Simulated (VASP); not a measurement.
# Si7Ge (P-42m) in VASP: a series of runs, part 2 of 2

VASP 6.6.1. The steps go on from the part before.

## Step 4: Single point, r2SCAN (strain -0.0500 x Voigt [0, 1, 0, 0, 0, 0])

POSCAR

```
Si7Ge
1.0
    5.4679684317      0.0000000000      0.0000000000
    0.0000000000      5.1945700101      0.0000000000
    0.0000000000      0.0000000000      5.4679684317
Si Ge
7 1
Direct
    0.2524307582      0.2524307582      0.2524307582
    0.0000000000      0.5000000000      0.5000000000
    0.5000000000      0.5000000000      0.0000000000
    0.5000000000      0.0000000000      0.5000000000
    0.7475692418      0.2524307582      0.7475692418
    0.7475692418      0.7475692418      0.2524307582
    0.2524307582      0.7475692418      0.7475692418
    0.0000000000      0.0000000000      0.0000000000
```

INCAR.step1

```
SYSTEM = Si7Ge
PREC = Accurate ; ENCUT = 520
ISMEAR = 0 ; SIGMA = 0.05
LREAL = .FALSE. ; LASPH = .TRUE.
NELM = 60 ; NBANDS = 31
GGA = PE ; ALGO = Normal
EDIFF = 1E-4 ; LWAVE = .TRUE.
LCHARG = .FALSE.
```

INCAR.step2

```
SYSTEM = Si7Ge
PREC = Accurate ; ENCUT = 520
EDIFF = 1E-6 ; ISMEAR = 0
SIGMA = 0.05 ; LREAL = .FALSE.
LASPH = .TRUE. ; NELM = 60
ALGO = Normal ; ISIF = 2
LWAVE = .FALSE. ; LCHARG = .TRUE.
METAGGA = R2SCAN ; LMIXTAU = .TRUE.
LELF = .TRUE. ; LVHAR = .TRUE.
NBANDS = 31 ; ISTART = 1
```

KPOINTS

```
regular mesh
0
G
  6 6 6
  0 0 0
```

Potentials or basis: VASP PAW PBE potentials, release 64 (Si, Ge_d).

Started as:

```sh
cat potpaw_PBE.64/Si/POTCAR potpaw_PBE.64/Ge_d/POTCAR > POTCAR
cp INCAR.step1 INCAR
mpirun -np 1 vasp_std > vasp.out
cp INCAR.step2 INCAR
mpirun -np 1 vasp_std > vasp.out
```

OUTCAR:

```text
SYSTEM = Si7Ge
   PREC = Accurate
   ENCUT = 520
   EDIFF = 1E-6
   ISMEAR = 0
   LREAL = .FALSE.
   LASPH = .TRUE.
   NELM = 60
   ISIF = 2
   METAGGA = R2SCAN
   ISTART = 1

 ion  position               nearest neighbor table
   1  0.252  0.252  0.252-   4 2.32   3 2.32   2 2.32   8 2.35
   2  0.000  0.500  0.500-   1 2.32   5 2.32   6 2.32   7 2.32
   3  0.500  0.500  0.000-   1 2.32   5 2.32   6 2.32   7 2.32
   4  0.500  0.000  0.500-   1 2.32   5 2.32   6 2.32   7 2.32
   5  0.748  0.252  0.748-   4 2.32   3 2.32   2 2.32   8 2.35
   6  0.748  0.748  0.252-   4 2.32   3 2.32   2 2.32   8 2.35
   7  0.252  0.748  0.748-   4 2.32   3 2.32   2 2.32   8 2.35
   8  0.000  0.000  0.000-   1 2.35   5 2.35   6 2.35   7 2.35

  LATTYP: Found a simple tetragonal cell.
 ALAT       =     5.4679684317
 C/A-ratio  =     0.9500000000

  Lattice vectors:

 A1 = (  -5.4679684317,   0.0000000000,   0.0000000000)
 A2 = (   0.0000000000,   0.0000000000,   5.4679684317)
 A3 = (   0.0000000000,   5.1945700101,   0.0000000000)

Analysis of symmetry for initial positions (statically):
=====================================================================
 Subroutine PRICEL returns:
 Original cell was already a primitive cell.

 Routine SETGRP: Setting up the symmetry group for a
 simple tetragonal supercell.

 Subroutine GETGRP returns: Found  8 space group operations
 (whereof  8 operations were pure point group operations)
 out of a pool of 16 trial point group operations.

The static configuration has the point symmetry D_2d.

Analysis of symmetry for dynamics (positions and initial velocities):
=====================================================================
 Subroutine PRICEL returns:
 Original cell was already a primitive cell.

 Routine SETGRP: Setting up the symmetry group for a
 simple tetragonal supercell.

 Subroutine GETGRP returns: Found  8 space group operations
 (whereof  8 operations were pure point group operations)
 out of a pool of 16 trial point group operations.

The dynamic configuration has the point symmetry D_2d.

 Subroutine INISYM returns: Found  8 space group operations
 (whereof  8 operations are pure point group operations),
 and found     1 'primitive' translations

----------------------------------------------------------------------------------------

                                     Primitive cell

  volume of cell :     155.3108

  direct lattice vectors                    reciprocal lattice vectors
     5.467968432  0.000000000  0.000000000     0.182883280  0.000000000  0.000000000
     0.000000000  5.194570010  0.000000000     0.000000000  0.192508715  0.000000000
     0.000000000  0.000000000  5.467968432     0.000000000  0.000000000  0.182883280

  length of vectors
     5.467968432  5.194570010  5.467968432     0.182883280  0.192508715  0.182883280

  position of ions in fractional coordinates (direct lattice)
     0.252430758  0.252430758  0.252430758
     0.000000000  0.500000000  0.500000000
     0.500000000  0.500000000  0.000000000
     0.500000000  0.000000000  0.500000000
     0.747569242  0.252430758  0.747569242
     0.747569242  0.747569242  0.252430758
[... 45 lines left out ...]
  0.500000  0.000000  0.000000      2.000000
  0.000000  0.166667  0.000000      2.000000
  0.166667  0.166667  0.000000      8.000000
[... 16 lines left out ...]
  0.166667  0.333333  0.166667      8.000000
  0.333333  0.333333  0.166667     16.000000
 [... further k-points ...]
   k-points           NKPTS =     40   k-points in BZ     NKDIM =     40   number of bands    NBANDS=     31
   number of dos      NEDOS =    301   number of ions     NIONS =      8
   total plane-waves  NPLWV =  70560
   dimension x,y,z NGX =    42 NGY =   40 NGZ =   42
   dimension x,y,z NGXF=    84 NGYF=   80 NGZF=   84
   ions per type =               7   1
   NGX,Y,Z   is equivalent  to a cutoff of  12.77, 12.80, 12.77 a.u.
   NGXF,Y,Z  is equivalent  to a cutoff of  25.54, 25.60, 25.54 a.u.
 SYSTEM =  Si7Ge
   PREC   = accura    normal or accurate (medium, high low for compatibility)
   ISTART =      1    job   : 0-new  1-cont  2-samecut
   ICHARG =      0    charge: 1-file 2-atom 10-const
   ISPIN  =      1    spin polarized calculation?
   LNONCOLLINEAR =      F non collinear calculations
   LSORBIT =      F    spin-orbit coupling
   LASPH  =      T    aspherical Exc in radial PAW
   ENCUT  =  520.0 eV  38.22 Ry    6.18 a.u.  10.17  9.66 10.17*2*pi/ulx,y,z
   NELM   =     60;   NELMIN=  2; NELMDL=  0     # of ELM steps
   EDIFF  = 0.1E-05   stopping-criterion for ELM
   LREAL  =      F    real-space projection
   EDIFFG = 0.1E-04   stopping-criterion for IOM
   NSW    =      0    number of steps for IOM
   IBRION =     -1    ionic relax: 0-MD 1-quasi-New 2-CG
   NFREE  =      0    steps in history (QN), initial steepest desc. (CG)
   ISIF   =      2    stress and relaxation
   ISYM   =      2    0-nonsym 1-usesym 2-fastsym
   POTIM  = 0.5000    time-step for ionic-motion
   TEBEG  =    0.0;   TEEND  =   0.0 temperature during run
   PSTRESS=    0.0 pullay stress
   NELECT =      42.0000    total number of electrons
   NUPDOWN=      -1.0000    fix difference up-down
   EMIN   =  10.00;   EMAX   =-10.00  energy-range for DOS
   EFERMI =   0.00;   METHOD = LEGACY
   ISMEAR =     0;   SIGMA  =   0.05  broadening in eV -4-tet -1-fermi 0-gaus
   EFERMI_NEDOS =   21; number of points for ismear=-14 and -15
   IALGO  =     38    algorithm
   IMIX   =      4    mixing-type and parameters
     AMIX     =   0.40;   BMIX     =  1.00
     AMIX_MAG =   1.60;   BMIX_MAG =  1.00
  volume/ion in A,a.u.               =      19.41       131.01
  Fermi-wavevector in a.u.,A,eV,Ry     =   1.058662  2.000581 15.248942  1.120766
  Thomas-Fermi vector in A             =   2.193980
   LORBIT       =      0    0 simple, 1 ext, 2 COOP (PROOUT), +10 PAW based schemes
   METAGGA = R2SCAN    functional components
   LHFCALC =     F    Hartree Fock is set to
   AEXX    =    0.0000 exact exchange contribution
   IVDW    =     0    specifies the selected vdW correction
   LEPSILON=     F    determine dielectric tensor
   LRPA    =     F    only Hartree local field effects (RPA)
 non-spin polarized calculation
 Gauss-broadening in eV      SIGMA  =   0.05
  energy-cutoff  :      520.00
  volume of cell :      155.31
 maximum number of plane-waves:      4220
 NGX is ok and might be reduce to    42
   NGX = 21   NGY = 19   NGZ = 21

 number of electron      42.0000022 magnetization

 Free energy of the ion-electron system (eV)
  ---------------------------------------------------
  ext. energy  EPLUGINS =         0.00000000
  ---------------------------------------------------
  free energy    TOTEN  =       -75.05406946 eV

  energy without entropy =      -75.05397357  energy(sigma->0) =      -75.05402152

 E-fermi :   6.3736     XC(G=0): -10.1906

 val. band max:        6.3217006171   @ k =   0.0000   0.0000   0.0000
 cond. band min:       6.4376097950   @ k =   0.0000   0.1667   0.0000
 fundamental gap:      0.1159091778
 Fermi energy:         6.3736303437

 k-point     1 :       0.0000    0.0000    0.0000
  band No.  band energies     occupation
      1     -18.7424      2.00000
      2     -18.7419      2.00000
      3     -18.7419      2.00000
      4     -18.7094      2.00000
      5     -18.7049      2.00000
      6      -6.8896      2.00000
[... 805 lines left out ...]
     30      11.1582      0.00000
     31      11.6380      0.00000

 [... further k-points ...]

------------------------ aborting loop because EDIFF is reached ----------------------------------------

  FORCE on cell =-STRESS in cart. coord.  units (eV):
  Direction    XX          YY          ZZ          XY          YZ          ZX
  --------------------------------------------------------------------------------------
  -------------------------------------------------------------------------------------
  Total        3.3683932      8.1132097      3.3683932     -0.0000000      0.0000000      0.0000000
  in kB       34.7481557     83.6954175     34.7481557     -0.0000000      0.0000000      0.0000000
  external PRESSURE =      51.0639096 kB  Pullay stress =       0.0000000 kB

 VOLUME and BASIS-vectors are now :
 -----------------------------------------------------------------------------
  energy-cutoff  :      520.00
  volume of cell :      155.31
      direct lattice vectors                 reciprocal lattice vectors
     5.467968432  0.000000000  0.000000000     0.182883280  0.000000000  0.000000000
     0.000000000  5.194570010  0.000000000     0.000000000  0.192508715  0.000000000
     0.000000000  0.000000000  5.467968432     0.000000000  0.000000000  0.182883280

 POSITION                                       TOTAL-FORCE (eV/Angst)
 -----------------------------------------------------------------------------------
      1.38028      1.31127      1.38028         0.003330      0.028848      0.003330
      0.00000      2.59729      2.73398         0.000000      0.000000     -0.000000
      2.73398      2.59729      0.00000         0.000000      0.000000     -0.000000
      2.73398      0.00000      2.73398         0.000000      0.000000     -0.000000
      4.08769      1.31127      4.08769        -0.003330      0.028848     -0.003330
      4.08769      3.88330      1.38028        -0.003330     -0.028848      0.003330
      1.38028      3.88330      4.08769         0.003330     -0.028848     -0.003330
      0.00000      0.00000      0.00000         0.000000      0.000000     -0.000000
 -----------------------------------------------------------------------------------
    total drift:                                0.000000      0.000000     -0.000000

  FREE ENERGIE OF THE ION-ELECTRON SYSTEM (eV)
  ---------------------------------------------------
  free  energy   TOTEN  =       -75.0540694620 eV

  energy  without entropy=      -75.0539735742  energy(sigma->0) =      -75.05402152
```

Wall time 16 min (1 thread of Intel Xeon 8259CL, shared host); peak memory 0.38 GiB.

What came out:

```yaml
Free_energy: -75.0541 eV
Pressure: 5.1 GPa
Largest_force: 0.029 eV/Å
Band_gap_on_the_k_mesh: 0.12 eV (least direct gap 0.17 eV)
```

Forces on the atoms (eV/Å):
```
Si   0.003  0.029  0.003
Si   0.000  0.000  0.000
Si   0.000  0.000  0.000
Si   0.000  0.000  0.000
Si  -0.003  0.029 -0.003
Si  -0.003 -0.029  0.003
Si   0.003 -0.029 -0.003
Ge   0.000  0.000  0.000
```

Levels at points of the mesh, in eV from the valence-band top:
```csv
k point,band 18,band 19,band 20,band 21,band 22,band 23,band 24,band 25
"(0.00, 0.00, 0.00)",-3.23,-0.35,-0.35,0.00,0.17,0.39,0.71,0.83
"(0.50, 0.00, 0.00)",-2.34,-2.26,-2.17,-2.10,1.11,1.29,3.18,3.18
"(0.00, 0.50, 0.00)",-2.60,-2.60,-2.48,-2.48,0.66,0.83,3.26,3.32
"(0.50, 0.50, 0.00)",-1.71,-1.59,-1.52,-1.50,2.57,2.58,2.68,2.85
"(0.50, 0.00, 0.50)",-2.13,-1.99,-1.94,-1.94,2.07,2.07,2.18,2.32
"(0.50, 0.50, 0.50)",-1.43,-1.32,-1.32,-1.18,1.21,1.63,1.63,1.75
```

Caveat: the cell differs from its parent crystal (strain -0.0500 x Voigt [0, 1, 0, 0, 0, 0]); the cell stands under pressure; semilocal functionals underestimate gaps, and a narrow one can read as zero; the PAW data sets were made with another functional, which shifts forces and pressure a little. A k mesh can miss the band edges.

## Step 5: The runs side by side

```csv
cell,gap on the mesh (eV),pressure (GPa),largest force (eV/Å)
"a = 5.468, b = 4.921 Å, 8 atoms",none,11.5,0.06
"a = 5.468, b = 5.058 Å, 8 atoms",none,8.2,0.04
"a = 5.468, b = 5.195 Å, 8 atoms",0.12,5.1,0.03
```

Alike in all rows: task single point; level r2SCAN; potentials or basis VASP PAW PBE potentials, release 64 (Si, Ge_d); no spin polarisation; k mesh 6 × 6 × 6; cutoff (eV) 520; smearing gaussian 0.05 eV.

Caveats: semilocal functionals underestimate gaps, and a narrow one can read as zero; the PAW data sets were made with another functional, which shifts forces and pressure a little; the stress differs along the axes, from 9 to 17 GPa (at least some runs); the stress differs along the axes, from 6 to 13 GPa (at least some runs); the cell stands under pressure (at least some runs).

Total energies depend on the potentials used, so only differences within one code and one set of settings carry meaning.

The gap in the log of VASP goes by the Fermi energy; the results here count the filled bands.